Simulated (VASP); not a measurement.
# Si16O (a cell with a defect) in VASP: further runs, part 3 of 3

VASP 6.6.1. Earlier steps stand in the parts before.

## 5. Single point, PBE, collinear spin, ferromagnetic start

INCAR reads:

```
SYSTEM = Si16O
  PREC = Accurate
  ENCUT = 520
  EDIFF = 1E-6
  ISMEAR = -1
  SIGMA = 0.02
  LREAL = Auto
  LASPH = .True.
  NELM = 150
  ALGO = Normal
  ISIF = 2
  LWAVE = .False.
  LCHARG = .True.
  ISPIN = 2
  MAGMOM = 0 0 0 0 0 0 0 0 0 0 0 0 0 0 0 0 1
  LORBIT = 11
  GGA = PE
  LELF = .True.
  LVHAR = .True.
  NBANDS = 53
```

KPOINTS reads:

```
regular mesh
0
Gamma
  2 2 2
  0 0 0
```

POSCAR reads:

```
Si16O
1.0
    0.0000000000      5.4300000000      5.4300000000
    5.4300000000      0.0000000000      5.4300000000
    5.4300000000      5.4300000000      0.0000000000
Si O
16 1
Direct
   -0.0334254144      0.0879189687     -0.0316758748
    0.1119705341      0.1518600368      0.0780662983
    0.0089134438     -0.0051565378      0.5150276243
    0.0904696133      0.1900644567      0.5981491713
   -0.0137661142      0.5464364641      0.0200644567
    0.1550828729      0.6738305709      0.0716206262
    0.0730570902      0.5463351750      0.4486187845
    0.1621086556      0.6132688766      0.6538581952
    0.4811325967      0.0677808471     -0.0744659300
    0.6018324125      0.1494935543      0.1248526703
    0.4418324125     -0.0030294659      0.4801933702
    0.6509852670      0.0994751381      0.5767127072
    0.5285819521      0.5192633517      0.0081767956
    0.6112062615      0.6659576427      0.1292173112
    0.5140976059      0.4947053407      0.4898066298
    0.6200920810      0.5976427256      0.6433517495
    0.8181583794      0.7028913444      0.4917127072
```

Potentials or basis: VASP PAW PBE potentials, release 64 (Si, O).

The run is started by

```bash
$ cat potpaw_PBE.64/Si/POTCAR potpaw_PBE.64/O/POTCAR > POTCAR
$ mpirun -np 1 vasp_std > vasp.out
```

OUTCAR:

```text
SYSTEM = Si16O
   PREC = Accurate
   ENCUT = 520
   EDIFF = 1E-6
   ISMEAR = -1
   LREAL = Auto
   LASPH = .True.
   NELM = 150
   ISIF = 2
   ISPIN = 2
   LORBIT = 11
   GGA = PE

 ion  position               nearest neighbor table
   1  0.967  0.088  0.968-   2 2.03  10 2.32   4 2.33   6 2.62
   2  0.112  0.152  0.078-   1 2.03   9 2.33   5 2.54   3 2.76
   3  0.009  0.995  0.515-  12 2.30   4 2.31   8 2.41   2 2.76
   4  0.090  0.190  0.598-  11 2.28   3 2.31   1 2.33   7 2.34
   5  0.986  0.546  0.020-   6 2.23   8 2.33  14 2.36   2 2.54
   6  0.155  0.674  0.072-   5 2.23  13 2.38   7 2.39   1 2.62
   7  0.073  0.546  0.449-  17 1.67   8 2.34   4 2.34   6 2.39  16 2.92
   8  0.162  0.613  0.654-  15 2.24   5 2.33   7 2.34   3 2.41
   9  0.481  0.068  0.926-  12 2.26   2 2.33  10 2.56  14 2.57
  10  0.602  0.149  0.125-  11 2.28   1 2.32  13 2.35   9 2.56
[... 1069 lines left out ...]
      6.73860      6.86050      6.61230         1.266352     -0.755538      1.278769
      6.48670      7.11260      8.25930         0.005448     -0.030770     -0.452482
 -----------------------------------------------------------------------------------
    total drift:                               -0.006409      0.003282     -0.000655

  FREE ENERGIE OF THE ION-ELECTRON SYSTEM (eV)
  ---------------------------------------------------
  free  energy   TOTEN  =       -88.9340737224 eV

  energy  without entropy=      -88.9306006042  energy(sigma->0) =      -88.93233716

 total charge

# of ion       s       p       d       tot
------------------------------------------
    1        0.762   1.000   0.000   1.763
    2        0.766   0.955   0.000   1.722
    3        0.758   0.888   0.000   1.646
    4        0.751   0.979   0.000   1.730
    5        0.750   0.937   0.000   1.687
    6        0.759   0.919   0.000   1.679
[... 9 lines left out ...]
   16        0.753   0.882   0.000   1.635
   17        1.578   3.580   0.000   5.158
--------------------------------------------------
tot         13.687  18.486   0.000  32.172

 magnetization (x)

# of ion       s       p       d       tot
------------------------------------------
    1       -0.000   0.000   0.000  -0.000
    2       -0.000   0.000   0.000  -0.000
    3       -0.000   0.000   0.000   0.000
    4       -0.000  -0.000   0.000  -0.000
    5       -0.000  -0.000   0.000  -0.000
    6       -0.000   0.000   0.000   0.000
[... 9 lines left out ...]
   16       -0.000   0.000   0.000   0.000
   17       -0.000  -0.000   0.000  -0.000
--------------------------------------------------
tot         -0.000  -0.000   0.000  -0.000
```

It took 11 min on 1 thread of Intel Xeon Platinum 8259CL at 2.50GHz (Skylake/Cascade Lake), shared host; peak memory 0.71 GiB.

What came out:

| Item | Value |
| --- | --- |
| Free energy | -88.9341 eV |
| Pressure | 4.6 GPa |
| Largest force | 6.700 eV/Å |
| Band gap on the k mesh | 0.08 eV |
| Net moment | 0.00 μB per cell |
| Valence electrons inside the program's atomic spheres | Si 1.76, 1.72, 1.65, 1.73, 1.69, 1.68, 1.67, 1.66, 1.70, 1.71, 1.64 (each value once); O 5.16 |

Forces on the atoms (eV/Å):
```
Si  -3.361 -2.131 -3.546
Si   4.238  4.299  2.907
Si  -1.424 -1.026  0.552
Si   0.364 -0.304 -0.215
Si  -1.756 -0.128 -1.528
Si   1.434  0.996  1.413
Si  -0.312 -0.378  0.064
Si   0.725 -1.194 -0.032
Si   0.709  2.128 -0.684
Si  -0.736 -1.412 -0.065
Si   0.300  2.062  0.251
Si   0.186 -1.708 -0.238
Si  -1.455 -1.425 -1.370
Si   0.982 -0.448  2.006
Si  -1.167  1.455 -0.341
Si   1.266 -0.756  1.279
O    0.005 -0.031 -0.452
```

Caveat: the k points lie up to 0.50 Å⁻¹ apart; the atoms stand as in a frame of molecular dynamics.

## 6. Single point, PBE, collinear spin, ferromagnetic start

INCAR reads:

```
SYSTEM = Si16O
PREC = Accurate
ENCUT = 520
EDIFF = 1E-6
ISMEAR = -1
SIGMA = 0.02
LREAL = Auto
LASPH = .TRUE.
NELM = 150
ALGO = Normal
ISIF = 2
LWAVE = .FALSE.
LCHARG = .FALSE.
ISPIN = 2
MAGMOM = 0 0 0 0 0 0 0 0 0 0 0 0 0 0 0 0 1
LORBIT = 11
GGA = PE
NBANDS = 53
```

KPOINTS reads:

```
Automatic mesh
0
G
  2 2 2
  0 0 0
```

POSCAR reads:

```
Si16O
1.0
    0.0000000000      5.4300000000      5.4300000000
    5.4300000000      0.0000000000      5.4300000000
    5.4300000000      5.4300000000      0.0000000000
Si O
16 1
Direct
   -0.0174769797      0.0247882136     -0.0625230203
    0.1190883978      0.1672467772      0.0906906077
    0.0011418048      0.0176058932      0.4633149171
    0.0860681400      0.2124769797      0.5600460405
   -0.0330662983      0.5324769797      0.0247790055
    0.1852302026      0.6488581952      0.0781767956
    0.0725322284      0.5584254144      0.4513167587
    0.1531031308      0.6462891344      0.6206721915
    0.4748434622      0.0706445672     -0.0657826888
    0.5806445672      0.1390055249      0.0986924494
    0.4422099448      0.0465930018      0.4710497238
    0.6423112339      0.1416666667      0.5841528545
    0.5415193370      0.5313167587     -0.0444475138
    0.6032688766      0.6814825046      0.1235635359
    0.5225690608      0.5171362799      0.4730662983
    0.6220534070      0.6950736648      0.5531952118
    0.8537016575      0.7503499079      0.3695764273
```

Potentials or basis: VASP PAW PBE potentials, release 64 (Si, O).

The run is started by

```bash
$ cat potpaw_PBE.64/Si/POTCAR potpaw_PBE.64/O/POTCAR > POTCAR
$ mpirun -np 1 vasp_std > vasp.out
```

OUTCAR:

```text
SYSTEM = Si16O
   PREC = Accurate
   ENCUT = 520
   EDIFF = 1E-6
   ISMEAR = -1
   LREAL = Auto
   LASPH = .TRUE.
   NELM = 150
   ISIF = 2
   ISPIN = 2
   LORBIT = 11
   GGA = PE

 ion  position               nearest neighbor table
   1  0.983  0.025  0.937-   4 2.40   6 2.45  10 2.53   2 2.71
   2  0.119  0.167  0.091-   9 2.24   5 2.32   3 2.34   1 2.71
   3  0.001  0.018  0.463-  12 2.25   2 2.34   8 2.36   4 2.41
   4  0.086  0.212  0.560-  11 2.26   7 2.31   1 2.40   3 2.41
   5  0.967  0.532  0.025-  14 2.29   2 2.32   6 2.52   8 2.56
   6  0.185  0.649  0.078-  13 2.23   7 2.36   1 2.45  17 2.48   5 2.52
   7  0.073  0.558  0.451-  17 1.74   8 2.15   4 2.31   6 2.36  16 2.86
   8  0.153  0.646  0.621-   7 2.15  15 2.33   3 2.36   5 2.56
   9  0.475  0.071  0.934-  10 2.16  12 2.23   2 2.24  14 2.48
  10  0.581  0.139  0.099-   9 2.16  11 2.34   1 2.53  13 2.55
[... 1059 lines left out ...]
      3.94780      1.43030      4.52910         0.204356     -1.659925     -0.542541
[... 9 lines left out ...]
      6.77810      6.38160      7.15200         0.581841      1.531357     -0.367764
      6.08120      6.64240      8.71000         0.848602      0.947740     -1.539626
 -----------------------------------------------------------------------------------
    total drift:                                0.005512     -0.001671      0.002606

  FREE ENERGIE OF THE ION-ELECTRON SYSTEM (eV)
  ---------------------------------------------------
  free  energy   TOTEN  =       -89.3292448814 eV

  energy  without entropy=      -89.3286173057  energy(sigma->0) =      -89.32893109

 total charge

# of ion       s       p       d       tot
------------------------------------------
    1        0.765   0.826   0.000   1.591
    2        0.751   0.930   0.000   1.681
    3        0.747   0.941   0.000   1.688
    4        0.753   0.954   0.000   1.707
    5        0.754   0.896   0.000   1.650
    6        0.766   0.890   0.000   1.655
[... 9 lines left out ...]
   16        0.745   0.906   0.000   1.652
   17        1.585   3.503   0.000   5.088
--------------------------------------------------
tot         13.654  18.441   0.000  32.095

 magnetization (x)

# of ion       s       p       d       tot
------------------------------------------
    1        0.000   0.000   0.000   0.000
    2       -0.000  -0.000   0.000  -0.000
    3        0.000  -0.000   0.000  -0.000
    4       -0.000   0.000   0.000  -0.000
    5        0.000   0.000   0.000   0.000
    6        0.000   0.000   0.000   0.000
[... 9 lines left out ...]
   16        0.000  -0.000   0.000  -0.000
   17        0.000  -0.000   0.000  -0.000
--------------------------------------------------
tot          0.000  -0.000   0.000  -0.000
```

OSZICAR:

```text
N       E                     dE             d eps       ncg     rms          rms(c)
DAV:   1     0.193570309855E+03    0.19357E+03   -0.26908E+04  1696   0.109E+03
DAV:   2    -0.717492538918E+02   -0.26532E+03   -0.25006E+03  2066   0.176E+02
DAV:   3    -0.915914729687E+02   -0.19842E+02   -0.19552E+02  2171   0.449E+01
DAV:   4    -0.919729306652E+02   -0.38146E+00   -0.38014E+00  2152   0.740E+00
DAV:   5    -0.919807816685E+02   -0.78510E-02   -0.78468E-02  2150   0.103E+00    0.171E+01
DAV:   6    -0.895311392197E+02    0.24496E+01   -0.64409E+00  2488   0.139E+01    0.971E+00
DAV:   7    -0.894151966336E+02    0.11594E+00   -0.33845E+00  1868   0.593E+00    0.461E+00
DAV:   8    -0.893451055354E+02    0.70091E-01   -0.90048E-01  2315   0.453E+00    0.202E+00
DAV:   9    -0.893274972282E+02    0.17608E-01   -0.18719E-01  2032   0.204E+00    0.895E-01
DAV:  10    -0.893269880644E+02    0.50916E-03   -0.13607E-01  2072   0.142E+00    0.400E-01
DAV:  11    -0.893289174651E+02   -0.19294E-02   -0.14419E-02  1942   0.462E-01    0.278E-01
DAV:  12    -0.893290854206E+02   -0.16796E-03   -0.25398E-03  2080   0.206E-01    0.124E-01
DAV:  13    -0.893291989692E+02   -0.11355E-03   -0.58444E-04  2022   0.935E-02    0.507E-02
DAV:  14    -0.893292347354E+02   -0.35766E-04   -0.10503E-04  2176   0.462E-02    0.163E-02
DAV:  15    -0.893292423162E+02   -0.75808E-05   -0.17638E-05  2046   0.169E-02    0.759E-03
DAV:  16    -0.893292442275E+02   -0.19113E-05   -0.14234E-06  1424   0.485E-03    0.393E-03
DAV:  17    -0.893292448814E+02   -0.65385E-06   -0.71982E-07  1161   0.369E-03
   1 F= -.89329245E+02 E0= -.89328931E+02  d E =-.627576E-03  mag=    -0.0000
```

stdout:

```text
POSCAR found type information on POSCAR SiO
 POSCAR found :  2 types and      17 ions
 scaLAPACK will be used
 LDA part: xc-table for (Slater+PW92), standard interpolation
 POSCAR, INCAR and KPOINTS ok, starting setup
 FFT: planning ... GRIDC
 FFT: planning ... GRID_SOFT
 FFT: planning ... GRID
 WAVECAR not read
 entering main loop
```

It took 10 min on 1 thread of Intel Xeon Platinum 8259CL at 2.50GHz (Skylake/Cascade Lake), shared host; peak memory 0.71 GiB.

What came out:

```
Free energy                                           : -89.3292 eV
Pressure                                              : 4.1 GPa
Largest force                                         : 4.150 eV/Å
Band gap on the k mesh                                : 0.18 eV
Net moment                                            : 0.00 μB per cell
Valence electrons inside the program's atomic spheres : Si 1.59, 1.68, 1.69, 1.71, 1.65, 1.66, 1.70, 1.73, 1.77, 1.74 (each value once); O 5.09
```

Forces in eV/Å, atoms in the order of the input:
```
Si   1.210  0.770  0.316
Si  -0.424 -1.812 -2.000
Si  -0.362  0.614  1.159
Si   0.615  0.341 -1.457
Si  -0.956  0.731  2.126
Si   0.204 -1.660 -0.543
Si  -1.861 -2.376 -0.655
Si   2.405  1.489 -0.033
Si  -0.892  0.648 -1.751
Si   1.177  1.860  3.518
Si   0.529  0.423  1.389
Si  -0.683 -2.276 -0.519
Si  -1.537  0.175  0.512
Si  -1.177 -1.989  0.683
Si   0.321  0.582 -0.840
Si   0.582  1.531 -0.368
O    0.849  0.948 -1.540
```

Levels at points of the mesh, in eV from the valence-band top:
Spin up:
| k point | band 33 | band 34 | band 35 | band 36 | band 37 | band 38 |
| --- | --- | --- | --- | --- | --- | --- |
| (0.00, 0.00, 0.00) | -0.64 | -0.39 | 0.00 | 0.18 | 0.38 | 0.53 |
| (0.50, 0.00, 0.00) | -1.00 | -0.69 | -0.38 | 0.54 | 0.78 | 1.07 |
| (0.00, 0.50, 0.00) | -0.95 | -0.71 | -0.36 | 0.73 | 0.92 | 1.01 |
| (0.00, 0.00, 0.50) | -0.99 | -0.76 | -0.12 | 0.66 | 0.98 | 1.11 |
| (0.50, 0.50, 0.50) | -0.98 | -0.77 | -0.50 | 0.55 | 0.78 | 0.91 |
| (0.50, 0.50, 0.00) | -1.39 | -0.79 | -0.70 | 0.88 | 1.07 | 1.55 |
| (0.00, 0.50, 0.50) | -1.24 | -1.08 | -0.89 | 0.78 | 1.13 | 1.70 |
| (0.50, 0.00, 0.50) | -1.23 | -1.14 | -0.74 | 0.52 | 0.95 | 1.39 |
Spin down:
```csv
k point,band 31,band 32,band 33,band 34,band 35,band 36,band 37,band 38,band 39,band 40
"(0.00, 0.00, 0.00)",-1.02,-0.95,-0.64,-0.39,0.00,0.18,0.38,0.53,0.64,0.87
"(0.50, 0.00, 0.00)",-1.41,-1.06,-1.00,-0.69,-0.38,0.54,0.78,1.07,1.34,1.41
"(0.00, 0.50, 0.00)",-1.82,-1.49,-0.95,-0.71,-0.36,0.73,0.92,1.01,1.27,1.49
"(0.00, 0.00, 0.50)",-1.85,-1.34,-0.99,-0.76,-0.12,0.66,0.98,1.11,1.29,1.54
"(0.50, 0.50, 0.50)",-1.70,-1.37,-0.98,-0.77,-0.50,0.55,0.78,0.91,1.15,1.41
"(0.50, 0.50, 0.00)",-1.91,-1.70,-1.39,-0.79,-0.70,0.88,1.07,1.55,1.87,2.12
"(0.00, 0.50, 0.50)",-1.58,-1.46,-1.24,-1.08,-0.89,0.78,1.13,1.70,1.93,2.16
"(0.50, 0.00, 0.50)",-1.81,-1.64,-1.23,-1.14,-0.74,0.52,0.95,1.39,1.77,1.89
```

Caveat: the k points lie up to 0.50 Å⁻¹ apart; the atoms stand as in a frame of molecular dynamics.

## 7. Overview

| spin | cell | gap on the mesh (eV) | pressure (GPa) | moment (μB) | largest force (eV/Å) |
| --- | --- | --- | --- | --- | --- |
| collinear, zero start | as given, atomic positions A | 0.27 | 4.2 | 0.00 | 3.17 |
| collinear, zero start | as given, atomic positions B | 0.19 | 3.8 | 0.00 | 3.78 |
| collinear, zero start | as given, atomic positions C | 0.24 | 5.9 | 0.00 | 6.38 |
| collinear, ferromagnetic start | as given, atomic positions D | 0.08 | 4.6 | 0.00 | 6.70 |
| collinear, ferromagnetic start | as given, atomic positions E | 0.18 | 4.1 | 0.00 | 4.15 |

Alike in all rows: task single point; level PBE; potentials or basis VASP PAW PBE potentials, release 64 (Si, O); k mesh 2 × 2 × 2; cutoff (eV) 520; smearing fermi-dirac 0.02 eV.

Caveats: all runs use coarse meshes; the atoms stand as in a frame of molecular dynamics (at least some runs).

Absolute energies hang on the potentials; compare differences alone.
